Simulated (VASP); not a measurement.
Set up this calculation in VASP 6.6.1, as the native input.

```yaml
Task: single point
Functional: PBE
Potentials_or_basis: VASP PAW PBE potentials, release 64 (H, Pb_d, N, O)
Cutoff: 520 eV
k_mesh: 3 × 5 × 3
Occupations: fermi-dirac, width 0.05 eV
Spin: no spin polarisation
Dipole_correction: no
Further_INCAR_settings: ALGO = Normal; EDIFF = 1e-06; NBANDS = 57
```

The structure of HPbNO4 lies in POSCAR:

```
HPbNO4
1.0
    6.7603743331      0.0000000000     -0.0973006645
    0.0000000000      3.8632791912      0.0000000000
   -3.4455623105      0.0000000000      7.0649830333
H Pb N O
2 2 2 8
Direct
    0.2143274732      0.7500000000      0.5162741204
    0.7856725268      0.2500000000      0.4837258796
    0.2928863358      0.2500000000      0.2755841298
    0.7071136642      0.7500000000      0.7244158702
    0.2230038444      0.7500000000      0.8353813328
    0.7769961556      0.2500000000      0.1646186672
    0.3234552201      0.7500000000      0.4648334020
    0.4205487401      0.7500000000      0.8712480356
    0.1660022822      0.7500000000      0.9692123444
    0.0703649370      0.7500000000      0.6637784700
    0.6765447799      0.2500000000      0.5351665980
    0.5794512599      0.2500000000      0.1287519644
    0.8339977178      0.2500000000      0.0307876556
    0.9296350630      0.2500000000      0.3362215300
```

The input as run:

INCAR

```
  PREC = Accurate
  ENCUT = 520
  EDIFF = 1E-6
  ISMEAR = -1
  SIGMA = 0.05
  LREAL = F
  LASPH = T
  NELM = 80
  ALGO = Normal
  ISIF = 2
  LWAVE = F
  LCHARG = F
  GGA = PE
  NBANDS = 57
```

KPOINTS

```
Automatic mesh
0
Gamma
  3 5 3
```

Potentials or basis: VASP PAW PBE potentials, release 64 (H, Pb_d, N, O).

Command:

```sh
$ cat potpaw_PBE.64/H/POTCAR potpaw_PBE.64/Pb_d/POTCAR potpaw_PBE.64/N/POTCAR potpaw_PBE.64/O/POTCAR > POTCAR
$ mpirun -np 1 vasp_std > vasp.out
```

It gave:

| Quantity | Value |
| --- | --- |
| Pressure | 5.7 GPa |
| Largest force | 0.514 eV/Å |
| Band gap on the k mesh | 2.77 eV (least direct gap 2.89 eV) |

Caveat: the standard files for N, O and F lose accuracy on very short bonds; the cell stands under pressure; spin-orbit coupling is left out, which moves the levels of the heavy elements.

It took 4.7 min on 1 thread of Intel(R) Xeon(R) Platinum 8259CL CPU @ 2.50GHz (Skylake/Cascade Lake), on a shared host, peak memory 0.36 GiB.
